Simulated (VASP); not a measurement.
Wanted: the native input for a VASP 6.6.1 run.

```
Task                   : single point
Functional             : PBEsol
Potentials or basis    : VASP PAW PBE potentials, release 64 (Os)
Cutoff                 : 520 eV
k mesh                 : 22 × 22 × 12
Occupations            : fermi-dirac, width 0.1 eV
Spin                   : no spin polarisation
Dipole correction      : no
Further INCAR settings : ALGO = Normal; EDIFF = 1e-06; NBANDS = 15
```

The structure of Os lies in POSCAR:

```
Os
1.0
    2.6553866622      0.0000000000      0.0000000000
   -1.3276933311      2.2996323064      0.0000000000
    0.0000000000      0.0000000000      4.1866424945
Os
2
Direct
    0.3333333333      0.6666666667      0.2500000000
    0.6666666667      0.3333333333      0.7500000000
```

One way to write it, as run:

INCAR

```
SYSTEM = Os
PREC = Accurate ; ENCUT = 520
EDIFF = 1E-6 ; ISMEAR = -1
SIGMA = 0.1 ; LREAL = .FALSE.
LASPH = .TRUE. ; NELM = 80
ALGO = Normal ; ISIF = 2
LWAVE = .FALSE. ; LCHARG = .FALSE.
GGA = PS ; NBANDS = 15
```

KPOINTS

```
Automatic mesh
0
G
  22 22 12
  0 0 0
```

Potentials or basis: VASP PAW PBE potentials, release 64 (Os).

Run with:

```console
$ cat potpaw_PBE.64/Os/POTCAR > POTCAR
$ mpirun -np 1 vasp_std > vasp.out
```

It gave:

| Quantity | Value |
| --- | --- |
| Pressure | 46.0 GPa |
| Band gap on the k mesh | zero (bands 8 and 9 overlap by 4.53 eV) |

Caveat: the cell stands under pressure; the PAW data sets were made with another functional, which shifts forces and pressure a little; spin-orbit coupling is left out, which moves the levels of the heavy elements.

It took 65 s on 1 thread of AMD EPYC 7R13 Processor (Zen 3) (shared host), peak memory 0.2 GiB.
